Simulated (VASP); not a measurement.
Set up this calculation in VASP 6.6.1, as the native input.

```
Task                   : single point
Functional             : PBE
Potentials or basis    : VASP PAW PBE potentials, release 64 (Si, O)
Cutoff                 : 520 eV
k mesh                 : 6 × 6 × 8
Occupations            : gaussian, width 0.05 eV
Spin                   : no spin polarisation
Dipole correction      : no
Further INCAR settings : ALGO = Normal; EDIFF = 1e-06; NBANDS = 25
```

The structure of SiO2 lies in POSCAR:

```
SiO2
1.0
    4.2358788266      0.0000000000      0.0000000000
    0.0000000000      4.1371828499      0.0000000000
    0.0000000000      0.0000000000      2.6897743046
Si O
2 4
Direct
    0.5000000000      0.5000000000      0.5000000000
    0.0000000000      0.0000000000      0.0000000000
    0.7209573303      0.6650682551      0.0000000000
    0.2209573303      0.8349317449      0.5000000000
    0.2790426697      0.3349317449      0.0000000000
    0.7790426697      0.1650682551      0.5000000000
```

This cell differs from its parent crystal: atoms displaced along a vibrational mode, the cell strained.

These files were run (other wordings do the same):

INCAR

```
SYSTEM = SiO2
PREC = Accurate
ENCUT = 520
EDIFF = 1E-6
ISMEAR = 0
SIGMA = 0.05
LREAL = .FALSE.
LASPH = .TRUE.
NELM = 80
ALGO = Normal
ISIF = 2
LWAVE = .FALSE.
LCHARG = .TRUE.
GGA = PE
LELF = .TRUE.
LVHAR = .TRUE.
NBANDS = 25
```

KPOINTS

```
regular mesh
0
G
  6 6 8
  0 0 0
```

Potentials or basis: VASP PAW PBE potentials, release 64 (Si, O).

Command:

```sh
$ cat potpaw_PBE.64/Si/POTCAR potpaw_PBE.64/O/POTCAR > POTCAR
$ mpirun -np 1 vasp_std > vasp.out
```

It gave:

* Pressure: 4.8 GPa
* Largest force: 0.626 eV/Å
* Band gap on the k mesh: 5.40 eV

Caveat: the cell differs from its parent crystal (atoms displaced along a vibrational mode, the cell strained); the stress differs along the axes, from -6 to 17 GPa.

It took 96 s on 1 thread of Intel Xeon 8259CL (shared host), peak memory 0.2 GiB.
